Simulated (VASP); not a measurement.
# Si2Ni (Fm-3m) in VASP: settings compared, part 2 of 2

VASP 6.6.1.

### 4 Single point, PBEsol+U, collinear spin, zero start

INCAR reads:

```
PREC = Accurate ; ENCUT = 590
EDIFF = 1E-6 ; ISMEAR = 0
SIGMA = 0.02 ; LREAL = F
LASPH = T ; NELM = 200
ALGO = Normal ; ISIF = 2
LWAVE = F ; LCHARG = F
ISPIN = 2 ; MAGMOM = 0 0 0
LORBIT = 11 ; LMAXMIX = 4
LDAU = T ; LDAUTYPE = 2
LDAUL = 2 -1 ; LDAUU = 7 0
LDAUJ = 0 0 ; LDAUPRINT = 1
GGA = PS ; NBANDS = 24
GGA_COMPAT = F
```

KPOINTS reads:

```
Automatic mesh
0
Gamma
  9 9 9
```

POSCAR reads:

```
Si2Ni
1.0
    0.0000000000      2.7030000000      2.7030000000
    2.7030000000      0.0000000000      2.7030000000
    2.7030000000      2.7030000000      0.0000000000
Ni Si
1 2
Direct
    0.0000000000      0.0000000000      0.0000000000
    0.7500000000      0.7500000000      0.7500000000
    0.2500000000      0.2500000000      0.2500000000
```

Potentials or basis: VASP PAW PBE potentials, release 64 (Ni_sv_GW, Si).

Launch:

```bash
cat potpaw_PBE.64/Ni_sv_GW/POTCAR potpaw_PBE.64/Si/POTCAR > POTCAR
mpirun -np 1 vasp_std > vasp.out
```

OUTCAR:

```text
PREC = Accurate
   ENCUT = 590
   EDIFF = 1E-6
   ISMEAR = 0
   LREAL = F
   LASPH = T
   NELM = 200
   ISIF = 2
   ISPIN = 2
   LORBIT = 11
   GGA = PS

 ion  position               nearest neighbor table
   1  0.000  0.000  0.000-   2 2.34   2 2.34   3 2.34   3 2.34   2 2.34   2 2.34   3 2.34   3 2.34

   2  0.750  0.750  0.750-   1 2.34   1 2.34   1 2.34   1 2.34   3 2.70   3 2.70   3 2.70   3 2.70
                             3 2.70   3 2.70
   3  0.250  0.250  0.250-   1 2.34   1 2.34   1 2.34   1 2.34   2 2.70   2 2.70   2 2.70   2 2.70
                             2 2.70   2 2.70

  LATTYP: Found a face centered cubic cell.
 ALAT       =     5.4060000000

  Lattice vectors:

 A1 = (   0.0000000000,   2.7030000000,   2.7030000000)
 A2 = (   2.7030000000,   0.0000000000,   2.7030000000)
 A3 = (   2.7030000000,   2.7030000000,   0.0000000000)

Analysis of symmetry for initial positions (statically):
=====================================================================
 Subroutine PRICEL returns:
 Original cell was already a primitive cell.

 Routine SETGRP: Setting up the symmetry group for a
 face centered cubic supercell.

 Subroutine GETGRP returns: Found 48 space group operations
 (whereof 48 operations were pure point group operations)
 out of a pool of 48 trial point group operations.

The static configuration has the point symmetry O_h .

Analysis of symmetry for dynamics (positions and initial velocities):
=====================================================================
 Subroutine PRICEL returns:
 Original cell was already a primitive cell.

 Routine SETGRP: Setting up the symmetry group for a
 face centered cubic supercell.

 Subroutine GETGRP returns: Found 48 space group operations
 (whereof 48 operations were pure point group operations)
 out of a pool of 48 trial point group operations.

[... 192 lines left out ...]

 number of electron      25.9999996 magnetization       0.0002872

 Free energy of the ion-electron system (eV)
  ---------------------------------------------------
  ext. energy  EPLUGINS =         0.00000000
  ---------------------------------------------------
  free energy    TOTEN  =       -14.30074372 eV

  energy without entropy =      -14.30051002  energy(sigma->0) =      -14.30062687

 E-fermi :   9.7996     XC(G=0): -11.8446

 val. band max:        9.7105759020   @ k =   0.2222   0.1111   0.0000
 cond. band min:       9.8130533133   @ k =  -0.4444   0.3333   0.0000
 fundamental gap:      0.1024774113
 Fermi energy:         9.7995694555

 spin component 1

 k-point     1 :       0.0000    0.0000    0.0000
  band No.  band energies     occupation
      1     -92.7145      1.00000
      2     -53.3212      1.00000
      3     -53.3212      1.00000
      4     -53.3212      1.00000
      5      -3.9558      1.00000
      6       4.3619      1.00000
[... 1289 lines left out ...]
     23      23.5872      0.00000
     24      23.5872      0.00000

 [... further k-points ...]

------------------------ aborting loop because EDIFF is reached ----------------------------------------

  FORCE on cell =-STRESS in cart. coord.  units (eV):
  Direction    XX          YY          ZZ          XY          YZ          ZX
  --------------------------------------------------------------------------------------
  -------------------------------------------------------------------------------------
  Total       -0.7374852     -0.7374852     -0.7374852     -0.0000000      0.0000000     -0.0000000
  in kB      -29.9154640    -29.9154640    -29.9154640     -0.0000000      0.0000000     -0.0000000
  external PRESSURE =     -29.9154640 kB  Pullay stress =       0.0000000 kB

 VOLUME and BASIS-vectors are now :
 -----------------------------------------------------------------------------
  energy-cutoff  :      590.00
  volume of cell :       39.50
      direct lattice vectors                 reciprocal lattice vectors
     0.000000000  2.703000000  2.703000000    -0.184979652  0.184979652  0.184979652
     2.703000000  0.000000000  2.703000000     0.184979652 -0.184979652  0.184979652
     2.703000000  2.703000000  0.000000000     0.184979652  0.184979652 -0.184979652

 POSITION                                       TOTAL-FORCE (eV/Angst)
 -----------------------------------------------------------------------------------
      0.00000      0.00000      0.00000        -0.000000     -0.000000     -0.000000
      4.05450      4.05450      4.05450         0.000000      0.000000      0.000000
      1.35150      1.35150      1.35150        -0.000000     -0.000000     -0.000000
 -----------------------------------------------------------------------------------
    total drift:                                0.000000     -0.000000     -0.000000

  FREE ENERGIE OF THE ION-ELECTRON SYSTEM (eV)
  ---------------------------------------------------
  free  energy   TOTEN  =       -14.3007437241 eV

  energy  without entropy=      -14.3005100189  energy(sigma->0) =      -14.30062687

 total charge

# of ion       s       p       d       f       tot
--------------------------------------------------
    1        2.252   6.458   8.017   0.003  16.731
    2        0.749   0.835   0.000   0.000   1.584
    3        0.749   0.835   0.000   0.000   1.584
--------------------------------------------------
tot          3.751   8.128   8.017   0.003  19.899

 magnetization (x)

# of ion       s       p       d       f       tot
--------------------------------------------------
    1        0.000  -0.000   0.000   0.000   0.000
    2        0.000  -0.000   0.000   0.000   0.000
    3        0.000  -0.000   0.000   0.000   0.000
--------------------------------------------------
tot          0.000  -0.000   0.000   0.000   0.000
```

Run time: 73 s. Hardware: 1 thread of Intel Xeon Platinum 8375C at 2.90GHz (Ice Lake), shared host; peak memory 0.24 GiB.

What came out:

```
Free energy                                           : -14.3007 eV
Pressure                                              : -3.0 GPa
Band gap on the k mesh                                : zero (filled and empty bands overlap)
Net moment                                            : 0.00 μB per cell
Valence electrons inside the program's atomic spheres : Ni 16.73; Si 1.58
```

Levels at points of the mesh, in eV from the Fermi level:
Spin up:
| k point | band 10 | band 11 | band 12 | band 13 | band 14 | band 15 | band 16 | band 17 |
| --- | --- | --- | --- | --- | --- | --- | --- | --- |
| (0.00, 0.00, 0.00) | -4.24 | -0.25 | 1.67 | 1.67 | 1.67 | 2.48 | 2.48 | 2.48 |
Spin down:
```
           k point  band 11  band 12  band 13  band 14  band 15  band 16
(0.00, 0.00, 0.00)    -0.25     1.67     1.67     1.67     2.48     2.48
```

Eigenvalues of the final occupation matrices:
```tsv
site	spin	trace	eigenvalues
site 1 d	1	4.03	0.78 0.78 0.78 0.85 0.85
site 1 d	2	4.03	0.78 0.78 0.78 0.85 0.85
```

Caveat: the PAW data sets were made with another functional, which shifts forces and pressure a little; the U is typed as a test and isn't derived for this compound.

### 5 Single point, PBE+U, collinear spin, ferromagnetic start

This run uses another cell than the first one, of 13.47 Å³/atom, 1.023 times its volume.

INCAR reads:

```
SYSTEM = Si2Ni
PREC     = Accurate       ! precision mode
ENCUT    = 590            ! plane-wave cutoff, eV
EDIFF    = 1E-6           ! SCF threshold, eV
ISMEAR   = -1             ! smearing method
SIGMA    = 0.05           ! smearing width, eV
LREAL    = .FALSE.        ! projectors in reciprocal space
LASPH    = .TRUE.         ! aspherical terms in the spheres
NELM     = 200            ! most SCF steps
ALGO     = Normal         ! electronic algorithm
ISIF     = 2              ! what is computed and relaxed
LWAVE    = .FALSE.        ! write WAVECAR
LCHARG   = .TRUE.         ! write CHGCAR
ISPIN    = 2              ! spin polarisation
MAGMOM   = 1 0 0          ! initial moments
LORBIT   = 11             ! projections on sites
LMAXMIX  = 4              ! l up to which the mixer works
LDAU     = .TRUE.         ! DFT+U
LDAUTYPE = 2            
LDAUL    = 2 -1           ! shell
LDAUU    = 8 0            ! U, eV
LDAUJ    = 0 0          
LDAUPRINT= 1            
GGA      = PE             ! functional
LELF     = .TRUE.         ! ELF
LVHAR    = .TRUE.       
NBANDS   = 24             ! bands
GGA_COMPAT= .FALSE.
```

KPOINTS reads:

```
Automatic mesh
0
G
  9 9 9
  0 0 0
```

POSCAR reads:

```
Si2Ni
1.0
    0.0000000000      2.7238025137      2.7238025137
    2.7238025137      0.0000000000      2.7238025137
    2.7238025137      2.7238025137      0.0000000000
Ni Si
1 2
Direct
    0.0000000000      0.0000000000      0.0000000000
    0.7500000000      0.7500000000      0.7500000000
    0.2500000000      0.2500000000      0.2500000000
```

Launch:

```bash
cat potpaw_PBE.64/Ni_sv_GW/POTCAR potpaw_PBE.64/Si/POTCAR > POTCAR
mpirun -np 1 vasp_std > vasp.out
```

Run time: 88 s. Hardware: 1 thread of AMD EPYC 9R45 (Zen 5), shared host; peak memory 0.22 GiB.

It converged, with:

```
Free energy                                           : -11.9304 eV
Pressure                                              : -1.9 GPa
Band gap on the k mesh                                : zero (filled and empty bands overlap)
Net moment                                            : 0.00 μB per cell
Valence electrons inside the program's atomic spheres : Ni 16.71; Si 1.57
```

Levels at points of the mesh, in eV from the Fermi level:
Spin up:
```
           k point  band 11  band 12  band 13  band 14  band 15  band 16
(0.00, 0.00, 0.00)    -0.39     1.69     1.69     1.69     2.65     2.65
```
Spin down:
```
           k point  band 9  band 10  band 11  band 12  band 13  band 14  band 15  band 16  band 17  band 18
(0.00, 0.00, 0.00)   -4.16    -4.16    -0.39     1.70     1.70     1.70     2.65     2.65     2.65     4.77
```

Eigenvalues of the final occupation matrices:
| site | spin | trace | eigenvalues |
| --- | --- | --- | --- |
| site 1 d | 1 | 4.04 | 0.77 0.77 0.77 0.86 0.86 |
| site 1 d | 2 | 4.04 | 0.77 0.77 0.77 0.86 0.86 |

Caveat: the U is typed as a test and isn't derived for this compound. The state reached can hang on the start; a lower one may exist.

### 6 The runs side by side

| task | level | potentials or basis | spin | U | cell | cutoff (eV) | smearing | second run | gap on the mesh (eV) | pressure (GPa) | moment (μB) |
| --- | --- | --- | --- | --- | --- | --- | --- | --- | --- | --- | --- |
| single point | PBE+U | VASP PAW PBE potentials, release 64 (Ni, Si) | collinear, ferromagnetic start | Ni d U = 3.5 eV | a = 3.823 Å, angles 60.0°, 3 atoms | 520 | methfessel-paxton 0.025 eV | - | none | 0.7 | 0.01 |
| relaxation of cell and atoms | PBE+U | VASP PAW PBE potentials, release 64 (Ni, Si) | collinear, ferromagnetic start | Ni d U = 8.0 eV | relaxed from a = 3.823 Å, angles 60.0°, 3 atoms | 600 | fermi-dirac 0.05 eV | - | none | 0.0 | 0.00 |
| single point | PBEsol+U | VASP PAW PBE potentials, release 64 (Ni_sv_GW, Si) | collinear, zero start | Ni d U = 7.0 eV | a = 3.823 Å, angles 60.0°, 3 atoms | 590 | gaussian 0.02 eV | valence_matched | none | -3.0 | 0.00 |
| single point | PBE+U | VASP PAW PBE potentials, release 64 (Ni_sv_GW, Si) | collinear, ferromagnetic start | Ni d U = 8.0 eV | a = 3.852 Å, angles 60.0°, 3 atoms | 590 | fermi-dirac 0.05 eV | valence_matched | none | -1.9 | 0.00 |

Alike in all rows: k mesh 9 × 9 × 9.

Caveats: the U is typed as a test and isn't derived for this compound; the PAW data sets were made with another functional, which shifts forces and pressure a little (some runs).

Absolute energies hang on the potentials; compare differences alone.
